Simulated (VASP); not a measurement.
A run of VASP 6.6.1 is set up as follows.

File POSCAR:

```
H10CO6
1.0
    5.2704420000      0.0000000000      0.0000000000
    0.0000000000      5.2704420000      0.0000000000
    0.0000000000      0.0000000000      5.2704420000
O H C
6 10 1
Direct
    0.1009213269      0.5638426530      0.1269153517
    0.4102502219      1.0083025295      0.9402437215
    0.9729354768      0.0809040304      0.6795824715
    0.6869253091      0.2028482621      0.2608509875
    0.5450017285      0.7079671876      0.3614118133
    0.4559769370      0.5127084218      0.7125208853
    0.1954295294      0.4328289734      0.0476051155
    0.0225977252      0.4188263527      0.2330924048
    0.2947380884      1.0702138454      0.8032722872
    0.4246702648      0.8358502000      0.8843281076
    0.8767196376      0.1040709679      0.5201651019
    0.8384496025      0.0762554640      0.8201209690
    0.5661195019      0.0835224067      0.2123161587
    0.6344439423      0.3378274536      0.1398744166
    0.3562509558      0.6800947625      0.3716576333
    0.8287540210      0.5860419297      0.6369105286
    0.6231545665      0.5939729533      0.5772760615
```

INCAR.step1

```
  PREC = Accurate
  ENCUT = 520
  ISMEAR = -1
  SIGMA = 0.05
  LREAL = Auto
  LASPH = T
  NELM = 80
  NBANDS = 39
  GGA = PE
  ALGO = Normal
  EDIFF = 1E-4
  LWAVE = T
  LCHARG = F
```

INCAR.step2

```
  PREC = Accurate
  ENCUT = 520
  EDIFF = 1E-6
  ISMEAR = -1
  SIGMA = 0.05
  LREAL = Auto
  LASPH = T
  NELM = 80
  ALGO = Normal
  ISIF = 2
  LWAVE = F
  LCHARG = F
  METAGGA = R2SCAN
  LMIXTAU = T
  NBANDS = 39
  ISTART = 1
```

KPOINTS

```
regular mesh
0
Gamma
  1 1 1
```

Potentials or basis: VASP PAW PBE potentials, release 64 (O, H, C).

Launch:

```sh
$ cat potpaw_PBE.64/O/POTCAR potpaw_PBE.64/H/POTCAR potpaw_PBE.64/C/POTCAR > POTCAR
$ cp INCAR.step1 INCAR
$ mpirun -np 1 vasp_gam > vasp.out
$ cp INCAR.step2 INCAR
$ mpirun -np 1 vasp_gam > vasp.out
```

Q: What does it give for the largest force?

A: 3.604 eV/Å.

Q: Estimate the pressure.

A: -0.5 GPa.

Forces on the atoms (eV/Å):
```
O   -1.496 -2.330  2.307
O   -0.911  0.318 -1.573
O   -1.894  0.034  0.901
O    1.376  3.003 -0.388
O    0.659 -0.207  1.102
O   -0.148 -0.890  1.473
H    1.538 -0.076 -1.843
H   -0.190  2.244 -0.420
H    0.194  0.087  0.914
H   -0.009 -0.718  0.512
H    0.234  0.038  0.634
H    1.476  0.053 -1.642
H   -1.268 -2.048 -0.533
H    0.796 -0.523  0.881
H    0.509  0.201 -0.816
H   -0.284  0.225 -0.781
C   -0.582  0.589 -0.727
```

Caveat: the k points lie up to 1.19 Å⁻¹ apart; the PAW data sets were made with another functional, which shifts forces and pressure a little.
